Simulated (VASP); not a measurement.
# SrO (P6_3/mmc) in VASP: further runs

SrO is run at these levels: PBE; tasks: single point.

Program: VASP 6.6.1. These are calculated values, not measurements. Logs are shortened: lines on timing, memory, paths and dates and some standing lists are left out, and cuts for length are marked.

## (1) The cell of the first run

The structure is hexagonal, space group P6_3/mmc (No. 194). Conventional cell: a = 4.203 Å, b = 4.203 Å, c = 5.079 Å, α = 90.00°, β = 90.00°, γ = 120.00°. Within 3.2 Å of Sr (site symmetry -6m2) lie 5 O at 2.43 to 2.54 Å. Within 3.2 Å of O (site symmetry -6m2) lie 5 Sr at 2.43 to 2.54 Å.

## (2) Single point, PBE (volume changed by -6%)

INCAR reads:

```
  PREC = Accurate
  ENCUT = 520
  EDIFF = 1E-7
  ISMEAR = 0
  SIGMA = 0.01
  LREAL = False
  LASPH = True
  NELM = 80
  ALGO = Normal
  ISIF = 2
  LWAVE = False
  LCHARG = True
  GGA = PE
  LELF = True
  LVHAR = True
  NBANDS = 24
```

KPOINTS reads:

```
regular mesh
0
Gamma
  6 6 4
```

POSCAR reads:

```
SrO
1.0
    4.2026029828      0.0000000000      0.0000000000
   -2.1013014914      3.6395609451      0.0000000000
    0.0000000000      0.0000000000      5.0788087861
Sr O
2 2
Direct
    0.3333333333      0.6666666667      0.2500000000
    0.6666666667      0.3333333333      0.7500000000
    0.6666666667      0.3333333333      0.2500000000
    0.3333333333      0.6666666667      0.7500000000
```

Potentials or basis: VASP PAW PBE potentials, release 64 (Sr_sv, O).

Run with:

```bash
$ cat potpaw_PBE.64/Sr_sv/POTCAR potpaw_PBE.64/O/POTCAR > POTCAR
$ mpirun -np 1 vasp_std > vasp.out
```

OUTCAR:

```text
PREC = Accurate
   ENCUT = 520
   EDIFF = 1E-7
   ISMEAR = 0
   LREAL = False
   LASPH = True
   NELM = 80
   ISIF = 2
   GGA = PE

 ion  position               nearest neighbor table
   1  0.333  0.667  0.250-   3 2.43   3 2.43   3 2.43   4 2.54   4 2.54   2 3.51   2 3.51   2 3.51
                             2 3.51   2 3.51   2 3.51
   2  0.667  0.333  0.750-   4 2.43   4 2.43   4 2.43   3 2.54   3 2.54   1 3.51   1 3.51   1 3.51
                             1 3.51   1 3.51   1 3.51
   3  0.667  0.333  0.250-   1 2.43   1 2.43   1 2.43   2 2.54   2 2.54
   4  0.333  0.667  0.750-   2 2.43   2 2.43   2 2.43   1 2.54   1 2.54

  LATTYP: Found a hexagonal cell.
 ALAT       =     4.2026029828
 C/A-ratio  =     1.2084912153

  Lattice vectors:

 A1 = (   4.2026029828,   0.0000000000,   0.0000000000)
 A2 = (  -2.1013014914,   3.6395609451,   0.0000000000)
 A3 = (   0.0000000000,   0.0000000000,   5.0788087861)

Analysis of symmetry for initial positions (statically):
=====================================================================
 Subroutine PRICEL returns:
 Original cell was already a primitive cell.

 Routine SETGRP: Setting up the symmetry group for a
 hexagonal supercell.

 Subroutine GETGRP returns: Found 24 space group operations
 (whereof 12 operations were pure point group operations)
 out of a pool of 24 trial point group operations.

The static configuration has the point symmetry D_3d.
 The point group associated with its full space group is D_6h.

Analysis of symmetry for dynamics (positions and initial velocities):
=====================================================================
 Subroutine PRICEL returns:
 Original cell was already a primitive cell.

 Routine SETGRP: Setting up the symmetry group for a
 hexagonal supercell.

 Subroutine GETGRP returns: Found 24 space group operations
 (whereof 12 operations were pure point group operations)
 out of a pool of 24 trial point group operations.

The dynamic configuration has the point symmetry D_3d.
 The point group associated with its full space group is D_6h.

 Subroutine INISYM returns: Found 24 space group operations
 (whereof 12 operations are pure point group operations),
 and found     1 'primitive' translations

----------------------------------------------------------------------------------------

                                     Primitive cell

  volume of cell :      77.6836

  direct lattice vectors                    reciprocal lattice vectors
     4.202602983  0.000000000  0.000000000     0.237947768  0.137379208  0.000000000
    -2.101301491  3.639560945  0.000000000     0.000000000  0.274758416  0.000000000
     0.000000000  0.000000000  5.078808786     0.000000000  0.000000000  0.196896564

  length of vectors
     4.202602983  4.202602983  5.078808786     0.274758416  0.274758416  0.196896564

  position of ions in fractional coordinates (direct lattice)
     0.333333333  0.666666667  0.250000000
     0.666666667  0.333333333  0.750000000
     0.666666667  0.333333333  0.250000000
     0.333333333  0.666666667  0.750000000

  ion indices of the primitive-cell ions
   primitive index   ion index
                 1           1
                 2           2
                 3           3
                 4           4

----------------------------------------------------------------------------------------

 KPOINTS: regular mesh

Automatic generation of k-mesh.
 Grid dimensions read from file:
 generate k-points for:    6    6    4

 Generating k-lattice:

  Cartesian coordinates                     Fractional coordinates (reciprocal lattice)
     0.039657961  0.022896535  0.000000000     0.166666667 -0.000000000  0.000000000
     0.000000000  0.045793069  0.000000000     0.000000000  0.166666667  0.000000000
     0.000000000  0.000000000  0.049224141     0.000000000  0.000000000  0.250000000

  Length of vectors
     0.045793069  0.045793069  0.049224141

  Shift w.r.t. Gamma in fractional coordinates (k-lattice)
     0.000000000  0.000000000  0.000000000

 Subroutine IBZKPT returns following result:
 ===========================================

 Found     21 irreducible k-points:

 Following reciprocal coordinates:
            Coordinates               Weight
  0.000000  0.000000  0.000000      1.000000
  0.166667  0.000000  0.000000      6.000000
  0.333333 -0.000000  0.000000      6.000000
  0.500000  0.000000  0.000000      3.000000
  0.166667  0.166667  0.000000      6.000000
  0.333333  0.166667  0.000000     12.000000
[... 13 lines left out ...]
  0.333333  0.166667  0.500000     12.000000
  0.333333  0.333333  0.500000      2.000000
   k-points           NKPTS =     21   k-points in BZ     NKDIM =     21   number of bands    NBANDS=     24
   number of dos      NEDOS =    301   number of ions     NIONS =      4
   total plane-waves  NPLWV =  40960
   dimension x,y,z NGX =    32 NGY =   32 NGZ =   40
   dimension x,y,z NGXF=    64 NGYF=   64 NGZF=   80
   ions per type =               2   2
   NGX,Y,Z   is equivalent  to a cutoff of  12.66, 12.66, 13.09 a.u.
   NGXF,Y,Z  is equivalent  to a cutoff of  25.32, 25.32, 26.19 a.u.
 SYSTEM =  unknown system
   PREC   = accura    normal or accurate (medium, high low for compatibility)
   ISTART =      0    job   : 0-new  1-cont  2-samecut
   ICHARG =      2    charge: 1-file 2-atom 10-const
   ISPIN  =      1    spin polarized calculation?
   LNONCOLLINEAR =      F non collinear calculations
   LSORBIT =      F    spin-orbit coupling
   LASPH  =      T    aspherical Exc in radial PAW
   ENCUT  =  520.0 eV  38.22 Ry    6.18 a.u.   7.81  7.81  9.44*2*pi/ulx,y,z
   NELM   =     80;   NELMIN=  2; NELMDL= -5     # of ELM steps
   EDIFF  = 0.1E-06   stopping-criterion for ELM
   LREAL  =      F    real-space projection
   EDIFFG = 0.1E-05   stopping-criterion for IOM
   NSW    =      0    number of steps for IOM
   IBRION =     -1    ionic relax: 0-MD 1-quasi-New 2-CG
   NFREE  =      0    steps in history (QN), initial steepest desc. (CG)
   ISIF   =      2    stress and relaxation
   ISYM   =      2    0-nonsym 1-usesym 2-fastsym
   POTIM  = 0.5000    time-step for ionic-motion
   TEBEG  =    0.0;   TEEND  =   0.0 temperature during run
   PSTRESS=    0.0 pullay stress
   NELECT =      32.0000    total number of electrons
   NUPDOWN=      -1.0000    fix difference up-down
   EMIN   =  10.00;   EMAX   =-10.00  energy-range for DOS
   EFERMI =   0.00;   METHOD = LEGACY
   ISMEAR =     0;   SIGMA  =   0.01  broadening in eV -4-tet -1-fermi 0-gaus
   EFERMI_NEDOS =   21; number of points for ismear=-14 and -15
   IALGO  =     38    algorithm
   IMIX   =      4    mixing-type and parameters
     AMIX     =   0.40;   BMIX     =  1.00
     AMIX_MAG =   1.60;   BMIX_MAG =  1.00
  volume/ion in A,a.u.               =      19.42       131.06
  Fermi-wavevector in a.u.,A,eV,Ry     =   1.218097  2.301869 20.187773  1.483759
  Thomas-Fermi vector in A             =   2.353395
   LORBIT       =      0    0 simple, 1 ext, 2 COOP (PROOUT), +10 PAW based schemes
   GGA     = PE    functional components
   LHFCALC =     F    Hartree Fock is set to
   AEXX    =    0.0000 exact exchange contribution
   IVDW    =     0    specifies the selected vdW correction
   LEPSILON=     F    determine dielectric tensor
   LRPA    =     F    only Hartree local field effects (RPA)
 non-spin polarized calculation
 Gauss-broadening in eV      SIGMA  =   0.01
  energy-cutoff  :      520.00
  volume of cell :       77.68
 maximum number of plane-waves:      2109
 NGX is ok and might be reduce to    32
   NGX = 15   NGY = 15   NGZ = 19

 number of electron      32.0000007 magnetization

 Free energy of the ion-electron system (eV)
  ---------------------------------------------------
  ext. energy  EPLUGINS =         0.00000000
  ---------------------------------------------------
  free energy    TOTEN  =       -23.81465406 eV

  energy without entropy =      -23.81465406  energy(sigma->0) =      -23.81465406

 E-fermi :   1.0607     XC(G=0):  -9.1541

 val. band max:        0.9563197557   @ k =   0.0000   0.0000   0.0000
 cond. band min:       3.7465865554   @ k =   0.0000   0.0000   0.0000
 fundamental gap:      2.7902667998
 Fermi energy:         1.0606533188

 k-point     1 :       0.0000    0.0000    0.0000
  band No.  band energies     occupation
      1     -31.2778      2.00000
      2     -31.0747      2.00000
      3     -14.1552      2.00000
      4     -14.1279      2.00000
      5     -13.9031      2.00000
      6     -13.4368      2.00000
[... 16 lines left out ...]
     23       9.8570      0.00000
     24      10.0553      0.00000

 k-point     2 :       0.1667    0.0000    0.0000
  band No.  band energies     occupation
      1     -31.2601      2.00000
      2     -31.0809      2.00000
      3     -14.6142      2.00000
      4     -14.5214      2.00000
      5     -13.8401      2.00000
      6     -13.4806      2.00000
[... 16 lines left out ...]
     23       9.6392      0.00000
     24       9.7471      0.00000

 k-point     3 :       0.3333   -0.0000    0.0000
  band No.  band energies     occupation
      1     -31.2178      2.00000
      2     -31.1003      2.00000
      3     -15.1002      2.00000
      4     -14.9978      2.00000
      5     -13.6787      2.00000
      6     -13.5597      2.00000
[... 16 lines left out ...]
     23       9.5042      0.00000
     24      10.0252      0.00000
[... 433 lines left out ...]
 k-point    20 :       0.3333    0.1667    0.5000
  band No.  band energies     occupation
      1     -31.1511      2.00000
      2     -31.1511      2.00000
      3     -15.6258      2.00000
      4     -15.6258      2.00000
      5     -13.4098      2.00000
      6     -13.4098      2.00000
[... 16 lines left out ...]
     23      10.3954      0.00000
     24      10.3954      0.00000

 k-point    21 :       0.3333    0.3333    0.5000
  band No.  band energies     occupation
      1     -31.1480      2.00000
      2     -31.1480      2.00000
      3     -15.6851      2.00000
      4     -15.6851      2.00000
      5     -13.4709      2.00000
      6     -13.4709      2.00000
[... 16 lines left out ...]
     23      10.5339      0.00000
     24      10.5339      0.00000

------------------------ aborting loop because EDIFF is reached ----------------------------------------

  FORCE on cell =-STRESS in cart. coord.  units (eV):
  Direction    XX          YY          ZZ          XY          YZ          ZX
  --------------------------------------------------------------------------------------
  -------------------------------------------------------------------------------------
  Total        2.5744135      2.5744135      2.8064398      0.0000000     -0.0000000      0.0000000
  in kB       53.0957376     53.0957376     57.8811413      0.0000000     -0.0000000      0.0000000
  external PRESSURE =      54.6908722 kB  Pullay stress =       0.0000000 kB

 VOLUME and BASIS-vectors are now :
 -----------------------------------------------------------------------------
  energy-cutoff  :      520.00
  volume of cell :       77.68
      direct lattice vectors                 reciprocal lattice vectors
     4.202602983  0.000000000  0.000000000     0.237947768  0.137379208  0.000000000
    -2.101301491  3.639560945  0.000000000     0.000000000  0.274758416  0.000000000
     0.000000000  0.000000000  5.078808786     0.000000000  0.000000000  0.196896564

 POSITION                                       TOTAL-FORCE (eV/Angst)
 -----------------------------------------------------------------------------------
     -0.00000      2.42637      1.26970        -0.000000     -0.000000      0.000000
      2.10130      1.21319      3.80911         0.000000      0.000000      0.000000
      2.10130      1.21319      1.26970         0.000000      0.000000     -0.000000
     -0.00000      2.42637      3.80911        -0.000000     -0.000000     -0.000000
 -----------------------------------------------------------------------------------
    total drift:                               -0.000000      0.000000     -0.000000

  FREE ENERGIE OF THE ION-ELECTRON SYSTEM (eV)
  ---------------------------------------------------
  free  energy   TOTEN  =       -23.8146540566 eV

  energy  without entropy=      -23.8146540566  energy(sigma->0) =      -23.81465406
```

Wall time 37 s (1 thread of Intel Xeon Platinum 8259CL at 2.50GHz (Skylake/Cascade Lake), shared host); peak memory 0.2 GiB.

Results:

- Free energy: -23.8147 eV
- Pressure: 5.5 GPa
- Band gap on the k mesh: 2.79 eV, direct

Stress tensor (GPa, compression positive):
```
5.31 0.00 0.00
0.00 5.31 0.00
0.00 0.00 5.79
```

[end of part 1 of 2]
